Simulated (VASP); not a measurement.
# BaTiO3 (Amm2) in VASP: a series of runs

Runs on BaTiO3. Level: r2SCAN+U. Tasks: single point.

Program: VASP 6.6.1. These are calculated values, not measurements. Logs are shortened: lines on timing, memory, paths and dates and some standing lists are left out, and cuts for length are marked.

## 1. The cell of the first run

It takes space group Amm2 (No. 38, orthorhombic). Conventional cell: a = 3.986 Å, b = 5.674 Å, c = 5.690 Å, α = 90.00°, β = 90.00°, γ = 90.00°. Within 3.7 Å of Ba (site symmetry mm2) lie 12 O at 2.77 to 2.92 Å and 8 Ti at 3.42 to 3.53 Å. Within 2.6 Å of Ti (site symmetry mm2) lie 6 O at 1.93 to 2.09 Å. O (site symmetry mm2) has 2 Ti at 2.00 Å within 2.6 Å. O (site symmetry m) has 2 Ti at 1.93 to 2.09 Å within 2.6 Å.

## 2. Single point, r2SCAN+U

POSCAR

```
BaTiO3
1.0
    3.9855000000      0.0000000000      0.0000000000
    0.0000000000      2.8369000000     -2.8451500000
    0.0000000000      2.8369000000      2.8451500000
Ba Ti O
1 1 3
Direct
    0.0000000000      0.0000000000      0.0000000000
    0.5000000000      0.4876000000      0.5124000000
    0.0000000000      0.5126000000      0.4874000000
    0.5000000000      0.0081600000      0.5052400000
    0.5000000000      0.4947600000      0.9918400000
```

INCAR.step1

```
SYSTEM = BaTiO3
ALGO = Normal
EDIFF = 1E-5
ENCUT = 660
GGA = PE
GGA_COMPAT = .False.
ISMEAR = 0
LASPH = .True.
LCHARG = .False.
LDAU = .True.
LDAUJ = 0 0 0
LDAUL = -1 2 -1
LDAUTYPE = 2
LDAUU = 0 5 0
LMAXMIX = 4
LREAL = .False.
LWAVE = .True.
NBANDS = 28
NELM = 200
PREC = Accurate
SIGMA = 0.01
```

INCAR.step2

```
SYSTEM = BaTiO3
ALGO = Normal
EDIFF = 1E-6
ENCUT = 660
GGA_COMPAT = .False.
ISIF = 2
ISMEAR = 0
ISTART = 1
LASPH = .True.
LCHARG = .True.
LDAU = .True.
LDAUJ = 0 0 0
LDAUL = -1 2 -1
LDAUPRINT = 1
LDAUTYPE = 2
LDAUU = 0 5 0
LELF = .True.
LMAXMIX = 4
LMIXTAU = .True.
LREAL = .False.
LVHAR = .True.
LWAVE = .False.
METAGGA = R2SCAN
NBANDS = 28
NELM = 200
PREC = Accurate
SIGMA = 0.01
```

KPOINTS

```
k-points
0
Gamma
  6 6 6
  0 0 0
```

Potentials or basis: VASP PAW PBE potentials, release 64 (Ba_sv, Ti_sv, O).

The run is started by

```console
$ cat potpaw_PBE.64/Ba_sv/POTCAR potpaw_PBE.64/Ti_sv/POTCAR potpaw_PBE.64/O/POTCAR > POTCAR
$ cp INCAR.step1 INCAR
$ mpirun -np 1 vasp_std > vasp.out
$ cp INCAR.step2 INCAR
$ mpirun -np 1 vasp_std > vasp.out
```

OUTCAR:

```text
SYSTEM = BaTiO3
   EDIFF = 1E-6
   ENCUT = 660
   ISIF = 2
   ISMEAR = 0
   ISTART = 1
   LASPH = .True.
   LREAL = .False.
   METAGGA = R2SCAN
   NELM = 200
   PREC = Accurate

 ion  position               nearest neighbor table
   1  0.000  0.000  0.000-   3 2.77   4 2.81   5 2.81   4 2.81   5 2.81   3 2.84   3 2.84   4 2.84
                             4 2.84   5 2.84   5 2.84   3 2.92   2 3.42   2 3.42   2 3.47   2 3.47
   2  0.500  0.488  0.512-   4 1.93   5 1.93   3 2.00   3 2.00   5 2.09   4 2.09   1 3.42   1 3.42
                             1 3.47   1 3.47   1 3.47   1 3.47   1 3.53   1 3.53
   3  0.000  0.513  0.487-   2 2.00   2 2.00   1 2.77   1 2.84   1 2.84   1 2.92
   4  0.500  0.008  0.505-   2 1.93   2 2.09   1 2.81   1 2.81   1 2.84   1 2.84
   5  0.500  0.495  0.992-   2 1.93   2 2.09   1 2.81   1 2.81   1 2.84   1 2.84

  LATTYP: Found a base centered orthorhombic cell.
 ALAT       =     5.6738000000
 B/A-ratio  =     1.0029081039
 C/A-ratio  =     0.7024392823

  Lattice vectors:

 A1 = (   0.0000000000,   2.8369000000,  -2.8451500000)
 A2 = (   0.0000000000,   2.8369000000,   2.8451500000)
 A3 = (   3.9855000000,   0.0000000000,   0.0000000000)

Analysis of symmetry for initial positions (statically):
=====================================================================
 Subroutine PRICEL returns:
 Original cell was already a primitive cell.

 Routine SETGRP: Setting up the symmetry group for a
 base centered orthorhombic supercell.

 Subroutine GETGRP returns: Found  4 space group operations
 (whereof  4 operations were pure point group operations)
 out of a pool of  8 trial point group operations.

The static configuration has the point symmetry C_2v.

Analysis of symmetry for dynamics (positions and initial velocities):
=====================================================================
 Subroutine PRICEL returns:
 Original cell was already a primitive cell.

 Routine SETGRP: Setting up the symmetry group for a
 base centered orthorhombic supercell.

 Subroutine GETGRP returns: Found  4 space group operations
 (whereof  4 operations were pure point group operations)
 out of a pool of  8 trial point group operations.

The dynamic configuration has the point symmetry C_2v.

 Subroutine INISYM returns: Found  4 space group operations
 (whereof  4 operations are pure point group operations),
 and found     1 'primitive' translations

----------------------------------------------------------------------------------------

                                     Primitive cell

  volume of cell :      64.3372

  direct lattice vectors                    reciprocal lattice vectors
     3.985500000  0.000000000  0.000000000     0.250909547  0.000000000  0.000000000
     0.000000000  2.836900000 -2.845150000     0.000000000  0.176248722 -0.175737659
     0.000000000  2.836900000  2.845150000     0.000000000  0.176248722  0.175737659

  length of vectors
     3.985500000  4.017820321  4.017820321     0.250909547  0.248892219  0.248892219

  position of ions in fractional coordinates (direct lattice)
     0.000000000  0.000000000  0.000000000
     0.500000000  0.487600000  0.512400000
     0.000000000  0.512600000  0.487400000
     0.500000000  0.008160000  0.505240000
     0.500000000  0.494760000  0.991840000

  ion indices of the primitive-cell ions
   primitive index   ion index
                 1           1
                 2           2
                 3           3
                 4           4
                 5           5

----------------------------------------------------------------------------------------

 KPOINTS: k-points

Automatic generation of k-mesh.
 Grid dimensions read from file:
 generate k-points for:    6    6    6

 Generating k-lattice:

  Cartesian coordinates                     Fractional coordinates (reciprocal lattice)
     0.041818258  0.000000000  0.000000000     0.166666667  0.000000000  0.000000000
     0.000000000  0.029374787 -0.029289610     0.000000000  0.166666667  0.000000000
     0.000000000  0.029374787  0.029289610     0.000000000  0.000000000  0.166666667

  Length of vectors
     0.041818258  0.041482037  0.041482037

  Shift w.r.t. Gamma in fractional coordinates (k-lattice)
     0.000000000  0.000000000  0.000000000

 Subroutine IBZKPT returns following result:
 ===========================================

 Found     52 irreducible k-points:

 Following reciprocal coordinates:
            Coordinates               Weight
  0.000000  0.000000  0.000000      1.000000
  0.166667  0.000000  0.000000      2.000000
  0.333333  0.000000  0.000000      2.000000
  0.500000  0.000000  0.000000      1.000000
  0.000000  0.166667  0.000000      4.000000
  0.166667  0.166667  0.000000      8.000000
[... 16 lines left out ...]
  0.333333  0.333333  0.166667      8.000000
  0.500000  0.333333  0.166667      4.000000
 [... further k-points ...]
   k-points           NKPTS =     52   k-points in BZ     NKDIM =     52   number of bands    NBANDS=     28
   number of dos      NEDOS =    301   number of ions     NIONS =      5
   total plane-waves  NPLWV =  46656
   dimension x,y,z NGX =    36 NGY =   36 NGZ =   36
   dimension x,y,z NGXF=    72 NGYF=   72 NGZF=   72
   ions per type =               1   1   3
   NGX,Y,Z   is equivalent  to a cutoff of  15.02, 14.90, 14.90 a.u.
   NGXF,Y,Z  is equivalent  to a cutoff of  30.03, 29.79, 29.79 a.u.
 SYSTEM =  BaTiO3
   PREC   = accura    normal or accurate (medium, high low for compatibility)
   ISTART =      1    job   : 0-new  1-cont  2-samecut
   ICHARG =      0    charge: 1-file 2-atom 10-const
   ISPIN  =      1    spin polarized calculation?
   LNONCOLLINEAR =      F non collinear calculations
   LSORBIT =      F    spin-orbit coupling
   LASPH  =      T    aspherical Exc in radial PAW
   ENCUT  =  660.0 eV  48.51 Ry    6.96 a.u.   8.35  8.42  8.42*2*pi/ulx,y,z
   NELM   =    200;   NELMIN=  2; NELMDL=  0     # of ELM steps
   EDIFF  = 0.1E-05   stopping-criterion for ELM
   LREAL  =      F    real-space projection
   EDIFFG = 0.1E-04   stopping-criterion for IOM
   NSW    =      0    number of steps for IOM
   IBRION =     -1    ionic relax: 0-MD 1-quasi-New 2-CG
   NFREE  =      0    steps in history (QN), initial steepest desc. (CG)
   ISIF   =      2    stress and relaxation
   ISYM   =      2    0-nonsym 1-usesym 2-fastsym
   POTIM  = 0.5000    time-step for ionic-motion
   TEBEG  =    0.0;   TEEND  =   0.0 temperature during run
   PSTRESS=    0.0 pullay stress
   NELECT =      40.0000    total number of electrons
   NUPDOWN=      -1.0000    fix difference up-down
   EMIN   =  10.00;   EMAX   =-10.00  energy-range for DOS
   EFERMI =   0.00;   METHOD = LEGACY
   ISMEAR =     0;   SIGMA  =   0.01  broadening in eV -4-tet -1-fermi 0-gaus
   EFERMI_NEDOS =   21; number of points for ismear=-14 and -15
   IALGO  =     38    algorithm
   IMIX   =      4    mixing-type and parameters
     AMIX     =   0.40;   BMIX     =  1.00
     AMIX_MAG =   1.60;   BMIX_MAG =  1.00
  volume/ion in A,a.u.               =      12.87        86.83
  Fermi-wavevector in a.u.,A,eV,Ry     =   1.397250  2.640420 26.562762  1.952308
  Thomas-Fermi vector in A             =   2.520525
   LORBIT       =      0    0 simple, 1 ext, 2 COOP (PROOUT), +10 PAW based schemes
 LDA+U is selected, type is set to LDAUTYPE =  2
   angular momentum for each species LDAUL =    -1    2   -1
   U (eV)           for each species LDAUU =   0.0  5.0  0.0
   J (eV)           for each species LDAUJ =   0.0  0.0  0.0
   METAGGA = R2SCAN    functional components
   LHFCALC =     F    Hartree Fock is set to
   AEXX    =    0.0000 exact exchange contribution
   IVDW    =     0    specifies the selected vdW correction
   LEPSILON=     F    determine dielectric tensor
   LRPA    =     F    only Hartree local field effects (RPA)
 non-spin polarized calculation
 Gauss-broadening in eV      SIGMA  =   0.01
  energy-cutoff  :      660.00
  volume of cell :       64.34
 maximum number of plane-waves:      2517
 NGX is ok and might be reduce to    36
   NGX = 17   NGY = 17   NGZ = 17

atom =   2  type =  2  l = 2

 onsite density matrix

spin component  1

  0.0924  0.0000  0.0000  0.0000  0.0000
  0.0000  0.2346  0.0000  0.0000  0.0000
  0.0000  0.0000  0.1260  0.0000 -0.0593
  0.0000  0.0000  0.0000  0.0937  0.0000
  0.0000  0.0000 -0.0593  0.0000  0.1988

spin component  2

  0.0924  0.0000  0.0000  0.0000  0.0000
  0.0000  0.2346  0.0000  0.0000  0.0000
  0.0000  0.0000  0.1260  0.0000 -0.0593
  0.0000  0.0000  0.0000  0.0937  0.0000
  0.0000  0.0000 -0.0593  0.0000  0.1988

 occupancies and eigenvectors

  o =  0.0924  v =  1.0000  0.0000  0.0000  0.0000  0.0000  0.0000  0.0000  0.0000  0.0000  0.0000      0.0000  0.0000  0.0000  0.0000  0.0000  0.0000  0.0000  0.0000  0.0000  0.0000
  o =  0.0924  v =  0.0000  0.0000  0.0000  0.0000  0.0000  1.0000  0.0000  0.0000  0.0000  0.0000      0.0000  0.0000  0.0000  0.0000  0.0000  0.0000  0.0000  0.0000  0.0000  0.0000
  o =  0.0929  v =  0.0000  0.0000 -0.8726  0.0000 -0.4884  0.0000  0.0000  0.0000  0.0000  0.0000      0.0000  0.0000  0.0000  0.0000  0.0000  0.0000  0.0000  0.0000  0.0000  0.0000
  o =  0.0929  v =  0.0000  0.0000  0.0000  0.0000  0.0000  0.0000  0.0000 -0.8726  0.0000 -0.4884      0.0000  0.0000  0.0000  0.0000  0.0000  0.0000  0.0000  0.0000  0.0000  0.0000
  o =  0.0937  v =  0.0000  0.0000  0.0000  1.0000  0.0000  0.0000  0.0000  0.0000  0.0000  0.0000      0.0000  0.0000  0.0000  0.0000  0.0000  0.0000  0.0000  0.0000  0.0000  0.0000
  o =  0.0937  v =  0.0000  0.0000  0.0000  0.0000  0.0000  0.0000  0.0000  0.0000  1.0000  0.0000      0.0000  0.0000  0.0000  0.0000  0.0000  0.0000  0.0000  0.0000  0.0000  0.0000
  o =  0.2319  v =  0.0000  0.0000  0.0000  0.0000  0.0000  0.0000  0.0000 -0.4884  0.0000  0.8726      0.0000  0.0000  0.0000  0.0000  0.0000  0.0000  0.0000  0.0000  0.0000  0.0000
  o =  0.2319  v =  0.0000  0.0000 -0.4884  0.0000  0.8726  0.0000  0.0000  0.0000  0.0000  0.0000      0.0000  0.0000  0.0000  0.0000  0.0000  0.0000  0.0000  0.0000  0.0000  0.0000
  o =  0.2346  v =  0.0000  0.0000  0.0000  0.0000  0.0000  0.0000  1.0000  0.0000  0.0000  0.0000      0.0000  0.0000  0.0000  0.0000  0.0000  0.0000  0.0000  0.0000  0.0000  0.0000
  o =  0.2346  v =  0.0000  1.0000  0.0000  0.0000  0.0000  0.0000  0.0000  0.0000  0.0000  0.0000      0.0000  0.0000  0.0000  0.0000  0.0000  0.0000  0.0000  0.0000  0.0000  0.0000

 number of electron      40.0000000 magnetization

 Free energy of the ion-electron system (eV)
  ---------------------------------------------------
  ext. energy  EPLUGINS =         0.00000000
  ---------------------------------------------------
  free energy    TOTEN  =       -71.02526421 eV

  energy without entropy =      -71.02526421  energy(sigma->0) =      -71.02526421

 E-fermi :   3.8458     XC(G=0): -11.9007

 val. band max:        3.6688660097   @ k =   0.5000   0.5000   0.5000
 cond. band min:       6.5750607724   @ k =   0.0000   0.0000   0.0000
 fundamental gap:      2.9061947628
 Fermi energy:         3.8458300550

 k-point     1 :       0.0000    0.0000    0.0000
  band No.  band energies     occupation
      1     -56.4718      2.00000
      2     -31.5789      2.00000
      3     -31.5787      2.00000
      4     -31.5629      2.00000
      5     -21.8252      2.00000
      6     -14.2512      2.00000
[... 20 lines left out ...]
     27       9.2829      0.00000
     28      11.8200      0.00000

 k-point     2 :       0.1667    0.0000    0.0000
  band No.  band energies     occupation
      1     -56.4716      2.00000
      2     -31.5786      2.00000
      3     -31.5783      2.00000
      4     -31.5754      2.00000
      5     -21.7928      2.00000
      6     -14.2656      2.00000
[... 674 lines left out ...]
 k-point    24 :       0.5000    0.3333    0.1667
  band No.  band energies     occupation
      1     -56.4699      2.00000
      2     -31.6108      2.00000
      3     -31.6105      2.00000
      4     -31.5871      2.00000
      5     -21.6158      2.00000
      6     -13.9462      2.00000
[... 20 lines left out ...]
     27      12.4447      0.00000
     28      12.9422      0.00000

 [... further k-points ...]

------------------------ aborting loop because EDIFF is reached ----------------------------------------

  FORCE on cell =-STRESS in cart. coord.  units (eV):
  Direction    XX          YY          ZZ          XY          YZ          ZX
  --------------------------------------------------------------------------------------
  -------------------------------------------------------------------------------------
  Total        2.0628055      2.1438453      1.8418978      0.0000000      0.0000000      0.0000000
  in kB       51.3696791     53.3878007     45.8684539      0.0000000      0.0000000      0.0000000
  external PRESSURE =      50.2086446 kB  Pullay stress =       0.0000000 kB

 VOLUME and BASIS-vectors are now :
 -----------------------------------------------------------------------------
  energy-cutoff  :      660.00
  volume of cell :       64.34
      direct lattice vectors                 reciprocal lattice vectors
     3.985500000  0.000000000  0.000000000     0.250909547  0.000000000  0.000000000
     0.000000000  2.836900000 -2.845150000     0.000000000  0.176248722 -0.175737659
     0.000000000  2.836900000  2.845150000     0.000000000  0.176248722  0.175737659

 POSITION                                       TOTAL-FORCE (eV/Angst)
 -----------------------------------------------------------------------------------
      0.00000      0.00000      0.00000         0.000000      0.000000      0.179151
      1.99275      2.83690      0.07056         0.000000      0.000000     -0.665190
      0.00000      2.83690     -0.07170         0.000000      0.000000      0.283427
      1.99275      1.45646      1.41427         0.000000     -0.362862      0.101306
      1.99275      4.21734      1.41427         0.000000      0.362862      0.101306
 -----------------------------------------------------------------------------------
    total drift:                                0.000000     -0.000000      0.022300

  FREE ENERGIE OF THE ION-ELECTRON SYSTEM (eV)
  ---------------------------------------------------
  free  energy   TOTEN  =       -71.0252642121 eV

  energy  without entropy=      -71.0252642121  energy(sigma->0) =      -71.02526421
```

Run time: 6 min. Hardware: 1 thread of Intel Xeon Platinum 8488C (Sapphire Rapids), shared host; peak memory 0.3 GiB.

What came out:

```
Free energy            : -71.0253 eV
Pressure               : 5.0 GPa
Largest force          : 0.665 eV/Å
Band gap on the k mesh : 2.91 eV (least direct gap 3.17 eV)
```

Forces in eV/Å, atoms in the order of the input:
```
Ba   0.000  0.000  0.179
Ti   0.000  0.000 -0.665
O    0.000  0.000  0.283
O    0.000 -0.363  0.101
O    0.000  0.363  0.101
```

Levels at points of the mesh, in eV from the valence-band top:
```csv
k point,band 18,band 19,band 20,band 21,band 22,band 23
"(0.00, 0.00, 0.00)",-0.35,-0.30,-0.26,2.91,2.95,3.06
"(0.50, 0.00, 0.00)",-1.66,-0.93,-0.89,3.12,4.35,4.50
"(0.00, 0.50, 0.00)",-1.62,-0.90,-0.86,3.16,4.41,4.53
"(0.50, 0.50, 0.00)",-0.93,-0.92,-0.09,4.56,4.58,5.00
"(0.00, 0.50, 0.50)",-0.95,-0.91,-0.14,4.55,4.60,5.00
"(0.50, 0.50, 0.50)",-0.05,-0.01,0.00,5.18,5.23,5.25
```

Eigenvalues of the final occupation matrices:
| site | spin | trace | eigenvalues |
| --- | --- | --- | --- |
| site 2 d | 1 | 0.75 | 0.09 0.09 0.09 0.23 0.23 |
| site 2 d | 2 | 0.75 | 0.09 0.09 0.09 0.23 0.23 |

Caveat: the cell stands under pressure; the PAW data sets were made with another functional, which shifts forces and pressure a little; spin-orbit coupling is left out, which moves the levels of the heavy elements.

## 3. Single point, r2SCAN+U

POSCAR is that of step 2.

INCAR.step1

```
ALGO = Normal
EDIFF = 1E-5
ENCUT = 660
GGA = PE
GGA_COMPAT = False
ISMEAR = 0
LASPH = True
LCHARG = False
LDAU = True
LDAUJ = 0 0 0
LDAUL = -1 2 -1
LDAUTYPE = 2
LDAUU = 0 7 0
LMAXMIX = 4
LREAL = False
LWAVE = True
NBANDS = 28
NELM = 200
PREC = Accurate
SIGMA = 0.01
```

INCAR.step2

```
ALGO = Normal
EDIFF = 1E-6
ENCUT = 660
GGA_COMPAT = False
ISIF = 2
ISMEAR = 0
ISTART = 1
LASPH = True
LCHARG = True
LDAU = True
LDAUJ = 0 0 0
LDAUL = -1 2 -1
LDAUPRINT = 1
LDAUTYPE = 2
LDAUU = 0 7 0
LELF = True
LMAXMIX = 4
LMIXTAU = True
LREAL = False
LVHAR = True
LWAVE = False
METAGGA = R2SCAN
NBANDS = 28
NELM = 200
PREC = Accurate
SIGMA = 0.01
```

KPOINTS

```
k-points
0
Gamma
  6 6 6
```

Potentials or basis: VASP PAW PBE potentials, release 64 (Ba_sv, Ti_sv, O).

The run is started by

```console
$ cat potpaw_PBE.64/Ba_sv/POTCAR potpaw_PBE.64/Ti_sv/POTCAR potpaw_PBE.64/O/POTCAR > POTCAR
$ cp INCAR.step1 INCAR
$ mpirun -np 1 vasp_std > vasp.out
$ cp INCAR.step2 INCAR
$ mpirun -np 1 vasp_std > vasp.out
```

Run time: 4.8 min. Hardware: 1 thread of Intel Xeon Platinum 8488C (Sapphire Rapids), shared host; peak memory 0.3 GiB.

It converged, with:

```yaml
Free_energy: -69.8313 eV
Pressure: 6.8 GPa
Largest_force: 0.982 eV/Å
Band_gap_on_the_k_mesh: 3.21 eV (least direct gap 3.48 eV)
```

Forces in eV/Å, atoms in the order of the input:
```
Ba   0.000  0.000  0.187
Ti   0.000  0.000 -0.982
O    0.000  0.000  0.288
O    0.000 -0.506  0.253
O    0.000  0.506  0.253
```

Stress tensor (GPa, compression positive):
```
6.86 0.00 0.00
0.00 7.10 0.00
0.00 0.00 6.31
```

Levels at points of the mesh, in eV from the valence-band top:
| k point | band 18 | band 19 | band 20 | band 21 | band 22 | band 23 |
| --- | --- | --- | --- | --- | --- | --- |
| (0.00, 0.00, 0.00) | -0.35 | -0.31 | -0.28 | 3.21 | 3.24 | 3.35 |
| (0.50, 0.00, 0.00) | -1.63 | -0.95 | -0.91 | 3.44 | 4.42 | 4.80 |
| (0.00, 0.50, 0.00) | -1.59 | -0.92 | -0.88 | 3.48 | 4.48 | 4.84 |
| (0.50, 0.50, 0.00) | -0.93 | -0.92 | -0.09 | 4.87 | 4.88 | 5.16 |
| (0.00, 0.50, 0.50) | -0.96 | -0.92 | -0.14 | 4.86 | 4.91 | 5.28 |
| (0.50, 0.50, 0.50) | -0.05 | -0.01 | 0.00 | 5.49 | 5.54 | 5.56 |

Eigenvalues of the final occupation matrices:
```csv
site,spin,trace,eigenvalues
site 2 d,1,0.71,0.08 0.08 0.08 0.23 0.23
site 2 d,2,0.71,0.08 0.08 0.08 0.23 0.23
```

Caveat: the cell stands under pressure; the PAW data sets were made with another functional, which shifts forces and pressure a little; spin-orbit coupling is left out, which moves the levels of the heavy elements. A k mesh can miss the band edges.
